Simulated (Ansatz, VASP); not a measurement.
## SnO2 in VASP and in Ansatz

Contents of INCAR:

```
SYSTEM = SnO2
PREC = Accurate
ENCUT = 600
EDIFF = 1E-7
ISMEAR = 0
SIGMA = 0.1
LREAL = .False.
LASPH = .True.
NELM = 100
ALGO = Normal
ISIF = 3
LWAVE = .False.
LCHARG = .False.
GGA = CA
IBRION = 2
NSW = 100
EDIFFG = -0.05
```

KPOINTS

```
Automatic mesh
0
Gamma
  4 4 4
  0 0 0
```

Contents of POSCAR:

```
SnO2
1.0
    0.0000000000      4.5234700000      4.5234700000
    4.5234700000      0.0000000000      4.5234700000
    4.5234700000      4.5234700000      0.0000000000
Sn O
4 8
Direct
    0.1250000000      0.1250000000      0.6250000000
    0.6250000000      0.1250000000      0.1250000000
    0.1250000000      0.6250000000      0.1250000000
    0.1250000000      0.1250000000      0.1250000000
    0.8907560000      0.8907560000      0.8907560000
    0.8907560000      0.3277320000      0.8907560000
    0.8907560000      0.8907560000      0.3277320000
    0.3277320000      0.8907560000      0.8907560000
    0.9222680000      0.3592440000      0.3592440000
    0.3592440000      0.3592440000      0.9222680000
    0.3592440000      0.9222680000      0.3592440000
    0.3592440000      0.3592440000      0.3592440000
```

Input for Ansatz:

```yaml
crystal:
  lattice:
    - [0.0, 4.52347, 4.52347]
    - [4.52347, 0.0, 4.52347]
    - [4.52347, 4.52347, 0.0]
  atoms:
    - { symbol: Sn, position: [0.125, 0.125, 0.625] }
    - { symbol: Sn, position: [0.625, 0.125, 0.125] }
    - { symbol: Sn, position: [0.125, 0.625, 0.125] }
    - { symbol: Sn, position: [0.125, 0.125, 0.125] }
    - { symbol: O, position: [0.890756, 0.890756, 0.890756] }
    - { symbol: O, position: [0.890756, 0.327732, 0.890756] }
    - { symbol: O, position: [0.890756, 0.890756, 0.327732] }
    - { symbol: O, position: [0.327732, 0.890756, 0.890756] }
    - { symbol: O, position: [0.922268, 0.359244, 0.359244] }
    - { symbol: O, position: [0.359244, 0.359244, 0.922268] }
    - { symbol: O, position: [0.359244, 0.922268, 0.359244] }
    - { symbol: O, position: [0.359244, 0.359244, 0.359244] }
basis:
  ecutwfc: 420
kpoints:
  mp_grid: { grid: [4, 4, 4] }
hamiltonian:
  xc: lda
scf:
  occupations: { method: gaussian, width: 0.1 }
output:
  forces: true
  stress: true
  eigenvalues: true
relax:
  adjacent_minimum: "off"
  f_tol: 0.05
  max_steps: 80
  cell: { stress_tol: 0.5 }
```

Alike in both runs: task relaxation of cell and atoms; functional LDA; k mesh 4 × 4 × 4; occupations gaussian, width 0.1 eV; no spin polarisation.

```csv
,VASP,Ansatz
version,VASP 6.6.1,Ansatz 0.2.0
potentials or method,"VASP PAW LDA potentials, release 64 (Sn_d, O), cutoff 600 eV","scalar-relativistic, plane waves, PAW"
valence electrons in the cell,104,104
```

```csv
,VASP,Ansatz,Ansatz less VASP
"gap on the k mesh at the Fermi level, each at its own relaxed structure (eV)",2.06,2.02,-0.035
relaxed volume (Å³/atom),14.49,14.59,+0.099
relaxed length of the cell vector where the two differ most in proportion (Å),6.266,6.280,+0.0142
```

LDA's correlation is that of Perdew and Zunger in VASP and of Perdew and Wang (1992) in Ansatz.
